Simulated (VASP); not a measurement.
Set up this calculation in VASP 6.6.1, as the native input.

* Task: relaxation of cell and atoms
* Functional: revPBE
* Dispersion: D3(BJ)
* Potentials or basis: VASP PAW PBE potentials, release 64 (Ti_sv, Al)
* Cutoff: 600 eV
* k mesh: 8 × 8 × 8
* Occupations: fermi-dirac, width 0.05 eV
* Spin: no spin polarisation
* Dipole correction: no
* Further INCAR settings: ALGO = Normal; EDIFF = 1e-06; IBRION = 2; EDIFFG = -0.01; NSW = 60; ISIF = 3

The structure of TiAl lies in POSCAR:

```
TiAl
1.0
    3.1790640000      0.0000000000      0.0000000000
    0.0000000000      3.1790640000      0.0000000000
    0.0000000000      0.0000000000      3.1790640000
Ti Al
1 1
Direct
    0.0000000000      0.0000000000      0.0000000000
    0.5000000000      0.5000000000      0.5000000000
```

One way to write it, as run:

INCAR

```
ALGO = Normal ; EDIFF = 1E-6
EDIFFG = -0.01 ; ENCUT = 600
GGA = RE ; IBRION = 2
ISIF = 3 ; ISMEAR = -1
IVDW = 12 ; LASPH = T
LCHARG = F ; LREAL = F
LWAVE = F ; NELM = 80
NSW = 60 ; PREC = Accurate
SIGMA = 0.05
```

KPOINTS

```
k-points
0
Gamma
  8 8 8
```

Potentials or basis: VASP PAW PBE potentials, release 64 (Ti_sv, Al).

The run is started by

```sh
$ cat potpaw_PBE.64/Ti_sv/POTCAR potpaw_PBE.64/Al/POTCAR > POTCAR
$ mpirun -np 1 vasp_std > vasp.out
```

Results of the run:

| Item | Value |
| --- | --- |
| Relaxed volume | 15.11 Å³/atom |
| Relaxed cell | a = 3.115 Å, b = 3.115 Å, c = 3.115 Å, α = 90.00°, β = 90.00°, γ = 90.00° |
| Space group after relaxing (to 0.05 Å) | Pm-3m (No. 221) |
| Energy gained by relaxing | 21.4 meV/atom |
| Ionic steps | 3 |
| Pressure after relaxing | 0.0 GPa |
| Dispersion energy per atom | -0.973 eV |

Caveat: the PAW data sets were made with another functional, which shifts forces and pressure a little; pairwise dispersion overbinds metals, which lowers pressure and volume.

Wall time 79 s on 1 thread of AMD EPYC 7R13, with other jobs on the host, peak memory 0.15 GiB.
